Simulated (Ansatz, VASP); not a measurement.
Two plane-wave programs on Ag

INCAR

```
SYSTEM = Ag
PREC = Accurate
ENCUT = 520
EDIFF = 1E-6
ISMEAR = 0
SIGMA = 0.15
LREAL = .FALSE.
LASPH = .TRUE.
NELM = 100
ALGO = Fast
ISIF = 2
LWAVE = .FALSE.
LCHARG = .TRUE.
GGA = CA
LELF = .TRUE.
LVHAR = .TRUE.
NBANDS = 12
```

KPOINTS

```
regular mesh
0
G
  22 22 22
  0 0 0
```

POSCAR

```
Ag
1.0
   -1.6783370105      1.6783370105      1.6112035300
    1.6783370105     -1.6783370105      1.6112035300
    1.6783370105      1.6783370105     -1.6112035300
Ag
1
Direct
    0.0000000000      0.0000000000      0.0000000000
```

Input for Ansatz:

```yaml
crystal:
  lattice:
    - [-1.6783370105, 1.6783370105, 1.61120353]
    - [1.6783370105, -1.6783370105, 1.61120353]
    - [1.6783370105, 1.6783370105, -1.61120353]
  atoms:
    - { symbol: Ag, position: [0.0, 0.0, 0.0] }
basis:
  ecutwfc: 420
kpoints:
  mp_grid: { grid: [22, 22, 22] }
hamiltonian:
  xc: lda
scf:
  occupations: { method: gaussian, width: 0.15 }
output:
  forces: true
  stress: true
  eigenvalues: true
```

Alike in both runs: task single point; functional LDA; k mesh 22 × 22 × 22; occupations gaussian, width 0.15 eV; no spin polarisation.

|  | VASP | Ansatz |
| --- | --- | --- |
| version | VASP 6.6.1 | Ansatz 0.2.0 |
| potentials or method | VASP PAW LDA potentials, release 64 (Ag), cutoff 520 eV | scalar-relativistic, plane waves, PAW |
| valence electrons in the cell | 11 | 19 |

Ansatz gave:

| Property | Result |
| --- | --- |
| gap on the k mesh at the Fermi level (eV) | none |
| pressure (GPa) | -11.5 |
| traceless stress, the component that is largest in VASP (GPa) | -0.41 |

Problem. Estimate VASP's values.

Solution. gap on the k mesh at the Fermi level (eV): none; pressure (GPa): -11.2; traceless stress, the component that is largest in VASP (GPa): -0.41.

LDA's correlation is that of Perdew and Zunger in VASP and of Perdew and Wang (1992) in Ansatz. A gap of «none» marks a metal or a gap that the smearing closes. VASP's potentials hold 11 valence electrons a cell and Ansatz's 19, so a difference there can come from the potentials and not from the codes.
